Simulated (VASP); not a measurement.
# Si (Fd-3m) in VASP: notebook, part 2 of 4

VASP 6.6.1.

## (3) Single point, PBE (volume changed by -6%)

INCAR reads:

```
ALGO = Normal
EDIFF = 1E-6
ENCUT = 520
GGA = PE
ISIF = 2
ISMEAR = 0
LASPH = True
LCHARG = False
LREAL = False
LWAVE = False
NBANDS = 11
NELM = 100
PREC = Accurate
SIGMA = 0.01
```

KPOINTS reads:

```
k-points
0
Gamma
  6 6 6
```

POSCAR reads:

```
Si
1.0
    0.0000000000      2.6793116597      2.6793116597
    2.6793116597      0.0000000000      2.6793116597
    2.6793116597      2.6793116597      0.0000000000
Si
2
Direct
    0.0000000000      0.0000000000      0.0000000000
    0.2500000000      0.2500000000      0.2500000000
```

Potentials or basis: VASP PAW PBE potentials, release 64 (Si).

Command:

```sh
$ cat potpaw_PBE.64/Si/POTCAR > POTCAR
$ mpirun -np 1 vasp_std > vasp.out
```

OUTCAR:

```text
EDIFF = 1E-6
   ENCUT = 520
   GGA = PE
   ISIF = 2
   ISMEAR = 0
   LASPH = True
   LREAL = False
   NELM = 100
   PREC = Accurate

 ion  position               nearest neighbor table
   1  0.000  0.000  0.000-   2 2.32   2 2.32   2 2.32   2 2.32
   2  0.250  0.250  0.250-   1 2.32   1 2.32   1 2.32   1 2.32

  LATTYP: Found a face centered cubic cell.
 ALAT       =     5.3586233194

  Lattice vectors:

 A1 = (   0.0000000000,   2.6793116597,   2.6793116597)
 A2 = (   2.6793116597,   0.0000000000,   2.6793116597)
 A3 = (   2.6793116597,   2.6793116597,   0.0000000000)

Analysis of symmetry for initial positions (statically):
=====================================================================
 Subroutine PRICEL returns:
 Original cell was already a primitive cell.

 Routine SETGRP: Setting up the symmetry group for a
 face centered cubic supercell.

 Subroutine GETGRP returns: Found 48 space group operations
 (whereof 24 operations were pure point group operations)
 out of a pool of 48 trial point group operations.

The static configuration has the point symmetry T_d .
 The point group associated with its full space group is O_h .

Analysis of symmetry for dynamics (positions and initial velocities):
=====================================================================
 Subroutine PRICEL returns:
 Original cell was already a primitive cell.

 Routine SETGRP: Setting up the symmetry group for a
 face centered cubic supercell.

 Subroutine GETGRP returns: Found 48 space group operations
 (whereof 24 operations were pure point group operations)
 out of a pool of 48 trial point group operations.

The dynamic configuration has the point symmetry T_d .
 The point group associated with its full space group is O_h .

 Subroutine INISYM returns: Found 48 space group operations
 (whereof 24 operations are pure point group operations),
 and found     1 'primitive' translations

----------------------------------------------------------------------------------------

                                     Primitive cell

  volume of cell :      38.4680

  direct lattice vectors                    reciprocal lattice vectors
     0.000000000  2.679311660  2.679311660    -0.186615095  0.186615095  0.186615095
     2.679311660  0.000000000  2.679311660     0.186615095 -0.186615095  0.186615095
     2.679311660  2.679311660  0.000000000     0.186615095  0.186615095 -0.186615095

  length of vectors
     3.789118887  3.789118887  3.789118887     0.323226826  0.323226826  0.323226826

  position of ions in fractional coordinates (direct lattice)
     0.000000000  0.000000000  0.000000000
     0.250000000  0.250000000  0.250000000

  ion indices of the primitive-cell ions
   primitive index   ion index
                 1           1
                 2           2

----------------------------------------------------------------------------------------

 KPOINTS: k-points

Automatic generation of k-mesh.
 Grid dimensions read from file:
 generate k-points for:    6    6    6
[... 22 lines left out ...]
  0.166667  0.000000  0.000000      8.000000
  0.333333  0.000000  0.000000      8.000000
  0.500000  0.000000  0.000000      4.000000
  0.166667  0.166667  0.000000      6.000000
  0.333333  0.166667  0.000000     24.000000
[... 8 lines left out ...]
 -0.333333  0.333333  0.166667     24.000000
 -0.333333  0.500000  0.166667     12.000000
   k-points           NKPTS =     16   k-points in BZ     NKDIM =     16   number of bands    NBANDS=     11
   number of dos      NEDOS =    301   number of ions     NIONS =      2
   total plane-waves  NPLWV =  21952
   dimension x,y,z NGX =    28 NGY =   28 NGZ =   28
   dimension x,y,z NGXF=    56 NGYF=   56 NGZF=   56
   ions per type =               2
   NGX,Y,Z   is equivalent  to a cutoff of  12.28, 12.28, 12.28 a.u.
   NGXF,Y,Z  is equivalent  to a cutoff of  24.57, 24.57, 24.57 a.u.
 SYSTEM =  unknown system
   PREC   = accura    normal or accurate (medium, high low for compatibility)
   ISTART =      0    job   : 0-new  1-cont  2-samecut
   ICHARG =      2    charge: 1-file 2-atom 10-const
   ISPIN  =      1    spin polarized calculation?
   LNONCOLLINEAR =      F non collinear calculations
   LSORBIT =      F    spin-orbit coupling
   LASPH  =      T    aspherical Exc in radial PAW
   ENCUT  =  520.0 eV  38.22 Ry    6.18 a.u.   7.05  7.05  7.05*2*pi/ulx,y,z
   NELM   =    100;   NELMIN=  2; NELMDL= -5     # of ELM steps
   EDIFF  = 0.1E-05   stopping-criterion for ELM
   LREAL  =      F    real-space projection
   EDIFFG = 0.1E-04   stopping-criterion for IOM
   NSW    =      0    number of steps for IOM
   IBRION =     -1    ionic relax: 0-MD 1-quasi-New 2-CG
   NFREE  =      0    steps in history (QN), initial steepest desc. (CG)
   ISIF   =      2    stress and relaxation
   ISYM   =      2    0-nonsym 1-usesym 2-fastsym
   POTIM  = 0.5000    time-step for ionic-motion
   TEBEG  =    0.0;   TEEND  =   0.0 temperature during run
   PSTRESS=    0.0 pullay stress
   NELECT =       8.0000    total number of electrons
   NUPDOWN=      -1.0000    fix difference up-down
   EMIN   =  10.00;   EMAX   =-10.00  energy-range for DOS
   EFERMI =   0.00;   METHOD = LEGACY
   ISMEAR =     0;   SIGMA  =   0.01  broadening in eV -4-tet -1-fermi 0-gaus
   EFERMI_NEDOS =   21; number of points for ismear=-14 and -15
   IALGO  =     38    algorithm
   IMIX   =      4    mixing-type and parameters
     AMIX     =   0.40;   BMIX     =  1.00
     AMIX_MAG =   1.60;   BMIX_MAG =  1.00
  volume/ion in A,a.u.               =      19.23       129.80
  Fermi-wavevector in a.u.,A,eV,Ry     =   0.969925  1.832893 12.799748  0.940755
  Thomas-Fermi vector in A             =   2.100018
   LORBIT       =      0    0 simple, 1 ext, 2 COOP (PROOUT), +10 PAW based schemes
   GGA     = PE    functional components
   LHFCALC =     F    Hartree Fock is set to
   AEXX    =    0.0000 exact exchange contribution
   IVDW    =     0    specifies the selected vdW correction
   LEPSILON=     F    determine dielectric tensor
   LRPA    =     F    only Hartree local field effects (RPA)
 non-spin polarized calculation
 Gauss-broadening in eV      SIGMA  =   0.01
  energy-cutoff  :      520.00
  volume of cell :       38.47
 maximum number of plane-waves:      1056
   NGX = 15   NGY = 15   NGZ = 15

 number of electron       8.0000000 magnetization

 Free energy of the ion-electron system (eV)
  ---------------------------------------------------
  ext. energy  EPLUGINS =         0.00000000
  ---------------------------------------------------
  free energy    TOTEN  =       -10.78083827 eV

  energy without entropy =      -10.78083827  energy(sigma->0) =      -10.78083827

 E-fermi :   6.3656     XC(G=0):  -9.5623

 val. band max:        6.2472467194   @ k =   0.0000   0.0000   0.0000
 cond. band min:       6.8712744724   @ k =   0.5000   0.5000   0.0000
 fundamental gap:      0.6240277531
 Fermi energy:         6.3655758864

 k-point     1 :       0.0000    0.0000    0.0000
  band No.  band energies     occupation
      1      -5.9926      2.00000
      2       6.2472      2.00000
      3       6.2472      2.00000
      4       6.2472      2.00000
      5       8.8248      0.00000
      6       8.8248      0.00000
      7       8.8248      0.00000
      8      10.0906      0.00000
      9      13.9820      0.00000
     10      13.9820      0.00000
     11      14.3674      0.00000
[... 197 lines left out ...]
 k-point    16 :      -0.3333    0.5000    0.1667
  band No.  band energies     occupation
      1      -1.5661      2.00000
      2      -1.5661      2.00000
      3       2.4433      2.00000
      4       2.4433      2.00000
      5       8.9860      0.00000
      6       8.9860      0.00000
      7      13.1567      0.00000
      8      13.1567      0.00000
      9      17.0656      0.00000
     10      17.0656      0.00000
     11      19.5318      0.00000

------------------------ aborting loop because EDIFF is reached ----------------------------------------

  FORCE on cell =-STRESS in cart. coord.  units (eV):
  Direction    XX          YY          ZZ          XY          YZ          ZX
  --------------------------------------------------------------------------------------
  -------------------------------------------------------------------------------------
  Total        1.5080550      1.5080550      1.5080550     -0.0000000      0.0000000     -0.0000000
  in kB       62.8098955     62.8098955     62.8098955     -0.0000000      0.0000000     -0.0000000
  external PRESSURE =      62.8098955 kB  Pullay stress =       0.0000000 kB

 VOLUME and BASIS-vectors are now :
 -----------------------------------------------------------------------------
  energy-cutoff  :      520.00
  volume of cell :       38.47
      direct lattice vectors                 reciprocal lattice vectors
     0.000000000  2.679311660  2.679311660    -0.186615095  0.186615095  0.186615095
     2.679311660  0.000000000  2.679311660     0.186615095 -0.186615095  0.186615095
     2.679311660  2.679311660  0.000000000     0.186615095  0.186615095 -0.186615095

 POSITION                                       TOTAL-FORCE (eV/Angst)
 -----------------------------------------------------------------------------------
      0.00000      0.00000      0.00000         0.000000     -0.000000     -0.000000
      1.33966      1.33966      1.33966        -0.000000      0.000000      0.000000
 -----------------------------------------------------------------------------------
    total drift:                                0.000000      0.000000     -0.000000

  FREE ENERGIE OF THE ION-ELECTRON SYSTEM (eV)
  ---------------------------------------------------
  free  energy   TOTEN  =       -10.7808382665 eV

  energy  without entropy=      -10.7808382665  energy(sigma->0) =      -10.78083827
```

OSZICAR:

```text
N       E                     dE             d eps       ncg     rms          rms(c)
DAV:   1     0.453561596107E+01    0.45356E+01   -0.30854E+03   352   0.560E+02
DAV:   2    -0.105310715302E+02   -0.15067E+02   -0.14731E+02   475   0.841E+01
DAV:   3    -0.109865901694E+02   -0.45552E+00   -0.45419E+00   446   0.115E+01
DAV:   4    -0.109900031298E+02   -0.34130E-02   -0.34124E-02   420   0.129E+00
DAV:   5    -0.109900370551E+02   -0.33925E-04   -0.33925E-04   466   0.114E-01    0.516E+00
DAV:   6    -0.108440996022E+02    0.14594E+00   -0.85565E-02   382   0.120E+00    0.316E+00
DAV:   7    -0.107793090020E+02    0.64791E-01   -0.16011E-01   400   0.176E+00    0.226E-01
DAV:   8    -0.107806103321E+02   -0.13013E-02   -0.67074E-03   403   0.446E-01    0.852E-02
DAV:   9    -0.107808108057E+02   -0.20047E-03   -0.19311E-04   439   0.857E-02    0.626E-02
DAV:  10    -0.107808377955E+02   -0.26990E-04   -0.22976E-05   408   0.277E-02    0.684E-03
DAV:  11    -0.107808382665E+02   -0.47100E-06   -0.22991E-06   431   0.785E-03
   1 F= -.10780838E+02 E0= -.10780838E+02  d E =-.121638E-64
```

Wall time 3.6 s (1 thread of Intel Xeon Platinum 8488C (Sapphire Rapids), shared host); peak memory 0.14 GiB.

Results:

```
Free energy            : -10.7808 eV
Pressure               : 6.3 GPa
Band gap on the k mesh : 0.62 eV, indirect (least direct gap 2.58 eV)
```

Levels at points of the mesh, in eV from the valence-band top:
```
           k point  band 1  band 2  band 3  band 4  band 5  band 6  band 7  band 8
(0.00, 0.00, 0.00)  -12.24    0.00    0.00    0.00    2.58    2.58    2.58    3.84
(0.50, 0.00, 0.00)   -9.80   -7.16   -1.23   -1.23    1.68    3.32    3.32    7.78
(0.50, 0.50, 0.00)   -7.95   -7.95   -2.96   -2.96    0.62    0.62   10.46   10.46
```

 A k mesh can miss the band edges.

(Part 2 of 4 ends here.)
